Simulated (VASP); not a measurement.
Input of a VASP 6.6.1 run:

INCAR

```
PREC = Accurate
ENCUT = 520
EDIFF = 1E-6
ISMEAR = 0
SIGMA = 0.02
LREAL = F
LASPH = T
NELM = 60
ALGO = Normal
ISIF = 2
LWAVE = F
LCHARG = T
GGA = PE
LELF = T
LVHAR = T
NBANDS = 16
```

The input KPOINTS:

```
regular mesh
0
Gamma
  14 14 14
```

POSCAR

```
GaN
1.0
    0.0000000000      2.1340199331      2.1340199331
    2.1340199331      0.0000000000      2.1340199331
    2.1340199331      2.1340199331      0.0000000000
Ga N
1 1
Direct
    0.0000000000      0.0000000000      0.0000000000
    0.5000000000      0.5000000000      0.5000000000
```

Potentials or basis: VASP PAW PBE potentials, release 64 (Ga_d, N).

Command:

```sh
$ cat potpaw_PBE.64/Ga_d/POTCAR potpaw_PBE.64/N/POTCAR > POTCAR
$ mpirun -np 1 vasp_std > vasp.out
```

Q: Estimate the pressure.

A: 0.8 GPa.

Q: Estimate the band gap on the k mesh.

A: 0.41 eV, indirect (least direct gap 2.39 eV).

A k mesh can miss the band edges. Expect the measured gap to be larger: semilocal functionals such as PBE lack the derivative discontinuity.
